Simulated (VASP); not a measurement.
Runs of VASP 6.6.1 on WC (Qusongite). The structure is that of space group P-6m2 (No. 187), or close to it. The cells are those of the table. 

```tsv
potentials or basis	cell	cutoff (eV)	second run	gap on the mesh (eV)	pressure (GPa)
VASP PAW PBE potentials, release 64 (W_sv, C)	a = 3.000, b = 3.000, c = 2.928 Å, angles 90.0, 90.0, 120.0°, 2 atoms	520	-	none	-33.4
VASP PAW PBE potentials, release 64 (W_sv, C)	a = 2.882, b = 2.882, c = 2.813 Å, angles 90.0, 90.0, 120.0°, 2 atoms	520	-	none	8.5
VASP PAW PBE potentials, release 64 (W_sv, C)	a = 2.832, b = 2.832, c = 2.764 Å, angles 90.0, 90.0, 120.0°, 2 atoms	520	-	none	34.7
VASP PAW PBE potentials, release 64 (W_sv, C)	a = 2.931, b = 2.931, c = 2.860 Å, angles 90.0, 90.0, 120.0°, 2 atoms	520	-	none	-11.6
VASP PAW PBE potentials, release 64 (W_sv, C)	a = 2.977, b = 2.977, c = 2.906 Å, angles 90.0, 90.0, 120.0°, 2 atoms	520	-	none	-27.1
VASP PAW PBE potentials, release 64 (W_sv, C)	a = 2.857, b = 2.857, c = 2.789 Å, angles 90.0, 90.0, 120.0°, 2 atoms	520	-	none	(b)
VASP PAW PBE potentials, release 64 (W_sv, C_h)	a = 2.882, b = 2.882, c = 2.813 Å, angles 90.0, 90.0, 120.0°, 2 atoms	910	hard_potentials	none	8.4
VASP PAW PBE potentials, release 64 (W_sv, C)	a = 2.906, b = 2.906, c = 2.837 Å, angles 90.0, 90.0, 120.0°, 2 atoms	520	-	none	(a)
VASP PAW PBE potentials, release 64 (W_sv, C)	a = 2.954, b = 2.954, c = 2.883 Å, angles 90.0, 90.0, 120.0°, 2 atoms	520	-	none	-19.9
```

Alike in all rows: task single point; level PBEsol; no spin polarisation; k mesh 11 × 11 × 10; smearing fermi-dirac 0.05 eV.

Problem. Estimate the missing entries.

Solution. (a) -2.2; (b) 20.8.

Caveats: the PAW data sets were made with another functional, which shifts forces and pressure a little; spin-orbit coupling is left out, which moves the levels of the heavy elements; the cutoff is under 1.25 times the usual one of these potentials, so pressure, stress and relaxed cells hold a basis-set (Pulay) error (some runs).

A k mesh can miss the band edges, and the runs leave out spin-orbit coupling on W.

A gap of «none» marks levels without a gap at the run's occupations.
